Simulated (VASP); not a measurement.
Input of a VASP 6.6.1 run:

INCAR

```
SYSTEM = WC3
PREC = Accurate
ENCUT = 600
EDIFF = 1E-7
ISMEAR = 0
SIGMA = 0.1
LREAL = .False.
LASPH = .True.
NELM = 60
ALGO = Normal
ISIF = 3
LWAVE = .False.
LCHARG = .False.
GGA = PE
IBRION = 2
NSW = 90
EDIFFG = -0.04
```

File KPOINTS:

```
Automatic mesh
0
Gamma
  6 6 4
  0 0 0
```

File POSCAR:

```
WC3
1.0
    2.9674293300      0.0000000000      0.0000000000
   -1.4837146600      2.5698691800      0.0000000000
    0.0000000000      0.0000000000      6.5285262000
W C
1 3
Direct
    0.0000000000      0.0000000000      0.7357089400
    0.0000000000      0.0000000000      0.1806462600
    0.3333333300      0.6666666700      0.9124668000
    0.6666666700      0.3333333300      0.9124668000
```

Potentials or basis: VASP PAW PBE potentials, release 64 (W_sv, C).

The run is started by

```sh
$ cat potpaw_PBE.64/W_sv/POTCAR potpaw_PBE.64/C/POTCAR > POTCAR
$ mpirun -np 1 vasp_std > vasp.out
```

Question: Predict the band gap on the k mesh.

Answer: Zero (bands 13 and 14 overlap by 0.16 eV).

Question: Predict the relaxed volume.

Answer: 12.76 Å³/atom.

Question: Predict the relaxed cell.

Answer: a = 2.551 Å, b = 2.551 Å, c = 9.061 Å, α = 90.00°, β = 90.00°, γ = 120.00°.

Stress tensor (GPa, compression positive):
```
 0.01  0.00  0.00
 0.00  0.01  0.00
 0.00  0.00 -0.39
```

Caveat: the k points lie up to 0.47 Å⁻¹ apart in the final cell; a cell axis changed by over 15 % at a fixed basis, so the end point is rough; spin-orbit coupling is left out, which moves the levels of the heavy elements.
